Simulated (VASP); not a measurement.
# Co2Si (P4/mmm) in VASP: single point with PBE

Aim: the single point of Co2Si with PBE.

Everything below comes from runs of VASP 6.6.1. Logs are shortened: lines on timing, memory, paths and dates and some standing lists are left out, and cuts for length are marked.

**1. The cell of the first run**

It takes space group P4/mmm (No. 123, tetragonal). The conventional cell has a = 2.634 Å, b = 2.634 Å, c = 5.041 Å, α = 90.00°, β = 90.00°, γ = 90.00°. Within 3.0 Å of Co (site symmetry 4mm) lie 6 Co at 2.25 to 2.79 Å and 4 Si at 2.33 Å. Within 3.1 Å of Si (site symmetry 4/mmm) lie 8 Co at 2.33 Å and 4 Si at 2.63 Å.

The cell was generated, and may not be a known phase.

**2. Single point, PBE, collinear spin, ferromagnetic start**

The input, INCAR:

```
SYSTEM = Co2Si
  ALGO = Fast
  EDIFF = 1E-6
  ENCUT = 520
  GGA = PE
  ISIF = 2
  ISMEAR = 0
  ISPIN = 2
  LASPH = .True.
  LCHARG = .True.
  LELF = .True.
  LMAXMIX = 4
  LORBIT = 11
  LREAL = .False.
  LVHAR = .True.
  LWAVE = .False.
  MAGMOM = -0.37 -0.37 0
  NBANDS = 22
  NELM = 150
  PREC = Accurate
  SIGMA = 0.1
```

The input, KPOINTS:

```
k-points
0
Gamma
  18 18 10
  0 0 0
```

The input, POSCAR:

```
Co2Si
1.0
    2.6335749018      0.0000000000      0.0000000000
    0.0000000000      2.6335749018      0.0000000000
    0.0000000000      0.0000000000      5.0406478422
Co Si
2 1
Direct
    0.0000000000      0.0000000000      0.7763572603
    0.0000000000      0.0000000000      0.2236427397
    0.5000000000      0.5000000000      0.5000000000
```

Potentials or basis: VASP PAW PBE potentials, release 64 (Co, Si).

Started as:

```bash
cat potpaw_PBE.64/Co/POTCAR potpaw_PBE.64/Si/POTCAR > POTCAR
mpirun -np 1 vasp_std > vasp.out
```

OUTCAR:

```text
SYSTEM = Co2Si
   EDIFF = 1E-6
   ENCUT = 520
   GGA = PE
   ISIF = 2
   ISMEAR = 0
   ISPIN = 2
   LASPH = .True.
   LORBIT = 11
   LREAL = .False.
   NELM = 150
   PREC = Accurate

 ion  position               nearest neighbor table
   1  0.000  0.000  0.776-   2 2.25   3 2.33   3 2.33   3 2.33   3 2.33   2 2.79
   2  0.000  0.000  0.224-   1 2.25   3 2.33   3 2.33   3 2.33   3 2.33   1 2.79
   3  0.500  0.500  0.500-   1 2.33   2 2.33   1 2.33   2 2.33   1 2.33   2 2.33   1 2.33   2 2.33

  LATTYP: Found a simple tetragonal cell.
 ALAT       =     2.6335749018
 C/A-ratio  =     1.9139944866

  Lattice vectors:

 A1 = (   2.6335749018,   0.0000000000,   0.0000000000)
 A2 = (   0.0000000000,   2.6335749018,   0.0000000000)
 A3 = (   0.0000000000,   0.0000000000,   5.0406478422)

Analysis of symmetry for initial positions (statically):
=====================================================================
 Subroutine PRICEL returns:
 Original cell was already a primitive cell.

 Routine SETGRP: Setting up the symmetry group for a
 simple tetragonal supercell.

 Subroutine GETGRP returns: Found 16 space group operations
 (whereof 16 operations were pure point group operations)
 out of a pool of 16 trial point group operations.

The static configuration has the point symmetry D_4h.

Analysis of symmetry for dynamics (positions and initial velocities):
=====================================================================
 Subroutine PRICEL returns:
 Original cell was already a primitive cell.

 Routine SETGRP: Setting up the symmetry group for a
 simple tetragonal supercell.

 Subroutine GETGRP returns: Found 16 space group operations
 (whereof 16 operations were pure point group operations)
 out of a pool of 16 trial point group operations.

The dynamic configuration has the point symmetry D_4h.

Analysis of structural, dynamic, and magnetic symmetry:
=====================================================================
 Subroutine PRICEL returns:
 Original cell was already a primitive cell.

 Routine SETGRP: Setting up the symmetry group for a
 simple tetragonal supercell.

 Subroutine GETGRP returns: Found 16 space group operations
 (whereof 16 operations were pure point group operations)
 out of a pool of 16 trial point group operations.

The overall configuration has the point symmetry D_4h.

 Subroutine INISYM returns: Found 16 space group operations
 (whereof 16 operations are pure point group operations),
 and found     1 'primitive' translations

----------------------------------------------------------------------------------------

                                     Primitive cell

  volume of cell :      34.9605

  direct lattice vectors                    reciprocal lattice vectors
     2.633574902  0.000000000  0.000000000     0.379712003  0.000000000  0.000000000
     0.000000000  2.633574902  0.000000000     0.000000000  0.379712003  0.000000000
     0.000000000  0.000000000  5.040647842     0.000000000  0.000000000  0.198387198

  length of vectors
     2.633574902  2.633574902  5.040647842     0.379712003  0.379712003  0.198387198

  position of ions in fractional coordinates (direct lattice)
     0.000000000  0.000000000  0.776357260
     0.000000000  0.000000000  0.223642740
     0.500000000  0.500000000  0.500000000

  ion indices of the primitive-cell ions
   primitive index   ion index
                 1           1
                 2           2
                 3           3

----------------------------------------------------------------------------------------

 KPOINTS: k-points

Automatic generation of k-mesh.
 Grid dimensions read from file:
 generate k-points for:   18   18   10

 Generating k-lattice:

  Cartesian coordinates                     Fractional coordinates (reciprocal lattice)
     0.021095111  0.000000000  0.000000000     0.055555556  0.000000000  0.000000000
     0.000000000  0.021095111  0.000000000     0.000000000  0.055555556  0.000000000
     0.000000000  0.000000000  0.019838720     0.000000000  0.000000000  0.100000000

  Length of vectors
     0.021095111  0.021095111  0.019838720

  Shift w.r.t. Gamma in fractional coordinates (k-lattice)
     0.000000000  0.000000000  0.000000000

 Subroutine IBZKPT returns following result:
 ===========================================

 Found    330 irreducible k-points:

 Following reciprocal coordinates:
            Coordinates               Weight
  0.000000  0.000000  0.000000      1.000000
  0.055556  0.000000  0.000000      4.000000
  0.111111  0.000000  0.000000      4.000000
  0.166667  0.000000  0.000000      4.000000
  0.222222  0.000000  0.000000      4.000000
  0.277778  0.000000  0.000000      4.000000
[... 16 lines left out ...]
  0.277778  0.111111  0.000000      8.000000
  0.333333  0.111111  0.000000      8.000000
 [... further k-points ...]
   k-points           NKPTS =    330   k-points in BZ     NKDIM =    330   number of bands    NBANDS=     22
   number of dos      NEDOS =    301   number of ions     NIONS =      3
   total plane-waves  NPLWV =  16000
   dimension x,y,z NGX =    20 NGY =   20 NGZ =   40
   dimension x,y,z NGXF=    40 NGYF=   40 NGZF=   80
   ions per type =               2   1
   NGX,Y,Z   is equivalent  to a cutoff of  12.63, 12.63, 13.19 a.u.
   NGXF,Y,Z  is equivalent  to a cutoff of  25.25, 25.25, 26.38 a.u.
 SYSTEM =  Co2Si
   PREC   = accura    normal or accurate (medium, high low for compatibility)
   ISTART =      0    job   : 0-new  1-cont  2-samecut
   ICHARG =      2    charge: 1-file 2-atom 10-const
   ISPIN  =      2    spin polarized calculation?
   LNONCOLLINEAR =      F non collinear calculations
   LSORBIT =      F    spin-orbit coupling
   LASPH  =      T    aspherical Exc in radial PAW
   ENCUT  =  520.0 eV  38.22 Ry    6.18 a.u.   4.90  4.90  9.37*2*pi/ulx,y,z
   NELM   =    150;   NELMIN=  2; NELMDL= -5     # of ELM steps
   EDIFF  = 0.1E-05   stopping-criterion for ELM
   LREAL  =      F    real-space projection
   EDIFFG = 0.1E-04   stopping-criterion for IOM
   NSW    =      0    number of steps for IOM
   IBRION =     -1    ionic relax: 0-MD 1-quasi-New 2-CG
   NFREE  =      0    steps in history (QN), initial steepest desc. (CG)
   ISIF   =      2    stress and relaxation
   ISYM   =      2    0-nonsym 1-usesym 2-fastsym
   POTIM  = 0.5000    time-step for ionic-motion
   TEBEG  =    0.0;   TEEND  =   0.0 temperature during run
   PSTRESS=    0.0 pullay stress
   NELECT =      22.0000    total number of electrons
   NUPDOWN=      -1.0000    fix difference up-down
   EMIN   =  10.00;   EMAX   =-10.00  energy-range for DOS
   EFERMI =   0.00;   METHOD = LEGACY
   ISMEAR =     0;   SIGMA  =   0.10  broadening in eV -4-tet -1-fermi 0-gaus
   EFERMI_NEDOS =   21; number of points for ismear=-14 and -15
   IALGO  =     68    algorithm
   IMIX   =      4    mixing-type and parameters
     AMIX     =   0.40;   BMIX     =  1.00
     AMIX_MAG =   1.60;   BMIX_MAG =  1.00
  volume/ion in A,a.u.               =      11.65        78.64
  Fermi-wavevector in a.u.,A,eV,Ry     =   1.402889  2.651075 26.777574  1.968096
  Thomas-Fermi vector in A             =   2.525605
   LORBIT       =     11    0 simple, 1 ext, 2 COOP (PROOUT), +10 PAW based schemes
   GGA     = PE    functional components
   LHFCALC =     F    Hartree Fock is set to
   AEXX    =    0.0000 exact exchange contribution
   IVDW    =     0    specifies the selected vdW correction
   LEPSILON=     F    determine dielectric tensor
   LRPA    =     F    only Hartree local field effects (RPA)
 spin polarized calculation
 RMM-DIIS sequential band-by-band and
 Gauss-broadening in eV      SIGMA  =   0.10
  energy-cutoff  :      520.00
  volume of cell :       34.96
 maximum number of plane-waves:       956
 NGX is ok and might be reduce to    20
   NGX =  9   NGY =  9   NGZ = 19

 number of electron      21.9999987 magnetization      -0.0067322

 Free energy of the ion-electron system (eV)
  ---------------------------------------------------
  ext. energy  EPLUGINS =         0.00000000
  ---------------------------------------------------
  free energy    TOTEN  =       -19.65909728 eV

  energy without entropy =      -19.64016413  energy(sigma->0) =      -19.64963071

 E-fermi :   9.9862     XC(G=0): -12.5259

 val. band max:        9.9859653028   @ k =   0.0556   0.0556   0.1000
 cond. band min:       9.9867624581   @ k =   0.4444   0.0556   0.0000
 fundamental gap:      0.0007971553
 Fermi energy:         9.9862333201

 spin component 1

 k-point     1 :       0.0000    0.0000    0.0000
  band No.  band energies     occupation
      1      -2.7174      1.00000
      2       4.0978      1.00000
      3       6.2421      1.00000
      4       7.1449      1.00000
      5       7.5081      1.00000
      6       7.9070      1.00000
[... 14 lines left out ...]
     21      27.8910      0.00000
     22      29.0875      0.00000

 k-point     2 :       0.0556    0.0000    0.0000
  band No.  band energies     occupation
      1      -2.6550      1.00000
      2       4.1610      1.00000
      3       6.2739      1.00000
      4       7.1287      1.00000
      5       7.4435      1.00000
      6       7.9266      1.00000
[... 14 lines left out ...]
     21      27.2919      0.00000
     22      28.1859      0.00000

 k-point     3 :       0.1111    0.0000    0.0000
  band No.  band energies     occupation
      1      -2.4686      1.00000
      2       4.3477      1.00000
      3       6.3589      1.00000
      4       6.9952      1.00000
      5       7.3816      1.00000
      6       7.9810      1.00000
[... 14 lines left out ...]
     21      25.5449      0.00000
     22      28.5610      0.00000
[... 476 lines left out ...]
 k-point    23 :       0.2778    0.1111    0.0000
  band No.  band energies     occupation
      1      -0.9689      1.00000
      2       5.6150      1.00000
      3       5.7035      1.00000
      4       6.9547      1.00000
      5       7.4664      1.00000
      6       8.2488      1.00000
[... 14 lines left out ...]
     21      25.4293      0.00000
     22      25.8388      0.00000

 k-point    24 :       0.3333    0.1111    0.0000
  band No.  band energies     occupation
      1      -0.3444      1.00000
      2       4.8805      1.00000
      3       6.1738      1.00000
      4       7.0723      1.00000
      5       7.5514      1.00000
      6       8.2149      1.00000
[... 14 lines left out ...]
     21      26.2508      0.00000
     22      26.7547      0.00000

 [... further k-points ...]

 spin component 2

 k-point     1 :       0.0000    0.0000    0.0000
  band No.  band energies     occupation
      1      -2.7171      1.00000
      2       4.0975      1.00000
      3       6.2411      1.00000
      4       7.1421      1.00000
      5       7.5066      1.00000
      6       7.9038      1.00000
[... 14 lines left out ...]
     21      27.8906      0.00000
     22      29.0865      0.00000

 k-point     2 :       0.0556    0.0000    0.0000
  band No.  band energies     occupation
      1      -2.6547      1.00000
      2       4.1606      1.00000
      3       6.2729      1.00000
      4       7.1260      1.00000
      5       7.4418      1.00000
      6       7.9234      1.00000
[... 14 lines left out ...]
     21      27.2913      0.00000
     22      28.1855      0.00000

 k-point     3 :       0.1111    0.0000    0.0000
  band No.  band energies     occupation
      1      -2.4683      1.00000
      2       4.3473      1.00000
      3       6.3578      1.00000
      4       6.9928      1.00000
      5       7.3794      1.00000
      6       7.9778      1.00000
[... 14 lines left out ...]
     21      25.5442      0.00000
     22      28.5607      0.00000
[... 476 lines left out ...]
 k-point    23 :       0.2778    0.1111    0.0000
  band No.  band energies     occupation
      1      -0.9687      1.00000
      2       5.6137      1.00000
      3       5.7029      1.00000
      4       6.9529      1.00000
      5       7.4640      1.00000
      6       8.2456      1.00000
[... 14 lines left out ...]
     21      25.4287      0.00000
     22      25.8387      0.00000

 k-point    24 :       0.3333    0.1111    0.0000
  band No.  band energies     occupation
      1      -0.3442      1.00000
      2       4.8796      1.00000
      3       6.1731      1.00000
      4       7.0704      1.00000
      5       7.5489      1.00000
      6       8.2120      1.00000
[... 14 lines left out ...]
     21      26.2502      0.00000
     22      26.7545      0.00000

 [... further k-points ...]

------------------------ aborting loop because EDIFF is reached ----------------------------------------

  FORCE on cell =-STRESS in cart. coord.  units (eV):
  Direction    XX          YY          ZZ          XY          YZ          ZX
  --------------------------------------------------------------------------------------
  -------------------------------------------------------------------------------------
  Total        0.0217165      0.0217165     -0.0479049      0.0000000      0.0000000      0.0000000
  in kB        0.9952269      0.9952269     -2.1953965      0.0000000      0.0000000      0.0000000
  external PRESSURE =      -0.0683142 kB  Pullay stress =       0.0000000 kB

 VOLUME and BASIS-vectors are now :
 -----------------------------------------------------------------------------
  energy-cutoff  :      520.00
  volume of cell :       34.96
      direct lattice vectors                 reciprocal lattice vectors
     2.633574902  0.000000000  0.000000000     0.379712003  0.000000000  0.000000000
     0.000000000  2.633574902  0.000000000     0.000000000  0.379712003  0.000000000
     0.000000000  0.000000000  5.040647842     0.000000000  0.000000000  0.198387198

 POSITION                                       TOTAL-FORCE (eV/Angst)
 -----------------------------------------------------------------------------------
      0.00000      0.00000      3.91334         0.000000     -0.000000      0.051771
      0.00000      0.00000      1.12730         0.000000      0.000000     -0.051771
      1.31679      1.31679      2.52032         0.000000     -0.000000      0.000000
 -----------------------------------------------------------------------------------
    total drift:                                0.000000      0.000000     -0.000000

  FREE ENERGIE OF THE ION-ELECTRON SYSTEM (eV)
  ---------------------------------------------------
  free  energy   TOTEN  =       -19.6590972804 eV

  energy  without entropy=      -19.6401641339  energy(sigma->0) =      -19.64963071

 total charge

# of ion       s       p       d       tot
------------------------------------------
    1        0.459   0.493   7.486   8.438
    2        0.459   0.493   7.486   8.438
    3        0.718   0.941   0.000   1.659
--------------------------------------------------
tot          1.637   1.928  14.971  18.536

 magnetization (x)

# of ion       s       p       d       tot
------------------------------------------
    1        0.000  -0.000  -0.003  -0.003
    2        0.000  -0.000  -0.003  -0.003
    3        0.000   0.000   0.000   0.000
--------------------------------------------------
tot          0.000   0.000  -0.007  -0.007
```

Run time: 10 min. Hardware: 1 thread of Intel Xeon 8259CL, shared host; peak memory 0.44 GiB.

Results:

```yaml
Free_energy: -19.6591 eV
Pressure: 0.0 GPa
Largest_force: 0.052 eV/Å
Band_gap_on_the_k_mesh: zero (filled and empty bands overlap)
Net_moment: -0.01 μB per cell
Valence_electrons_inside_the_program's_atomic_spheres: Co 8.44; Si 1.66
```

Forces in eV/Å, atoms in the order of the input:
```
Co   0.000  0.000  0.052
Co   0.000  0.000 -0.052
Si   0.000  0.000  0.000
```

Stress tensor (GPa, compression positive):
```
 0.10  0.00  0.00
 0.00  0.10  0.00
 0.00  0.00 -0.22
```
